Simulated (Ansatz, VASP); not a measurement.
Two plane-wave programs on TiO2

```
Ti O
1.0
    -3.79922    0.00000    0.00000
     0.00000   -3.79922    0.00000
     0.00000    0.00000   14.19690
Ti O
4 8
Direct
  0.00000 0.00000 0.42689
  0.50000 0.50000 0.08538
  0.50000 0.00000 0.25614
  0.00000 0.50000 0.59765
  0.00000 0.00000 0.56794
  0.50000 0.50000 0.22643
  0.50000 0.00000 0.39719
  0.00000 0.50000 0.05567
  0.50000 0.00000 0.11509
  0.00000 0.50000 0.45660
  0.00000 0.00000 0.28584
  0.50000 0.50000 0.62736
```

Alike in both runs: task single point; functional PBE; k mesh 7 × 7 × 3; occupations gaussian, width 0.05 eV; no spin polarisation.

```csv
,VASP,Ansatz
version,VASP 6.6.1,Ansatz 0.2.0
potentials or method,"VASP PAW PBE potentials, release 64 (Ti_sv, O), cutoff 520 eV","scalar-relativistic, plane waves, PAW"
valence electrons in the cell,96,96
```

Ansatz gave:

```
gap on the k mesh at the Fermi level (eV)                     : 1.68
least direct gap on the mesh (eV)                             : 2.09
pressure (GPa)                                                : -4.7
traceless stress, the component that is largest in VASP (GPa) : -7.53
rms of the force components (eV/Å)                            : 0.381
```

Task: Which values does VASP return?

Result: gap on the k mesh at the Fermi level (eV): 1.65; least direct gap on the mesh (eV): 2.07; pressure (GPa): -4.2; traceless stress, the component that is largest in VASP (GPa): -7.47; rms of the force components (eV/Å): 0.370.

Atom by atom the forces differ by 0.015 eV/Å (rms over components). The functional is the same, so the differences come from potentials, cutoffs and numerics.
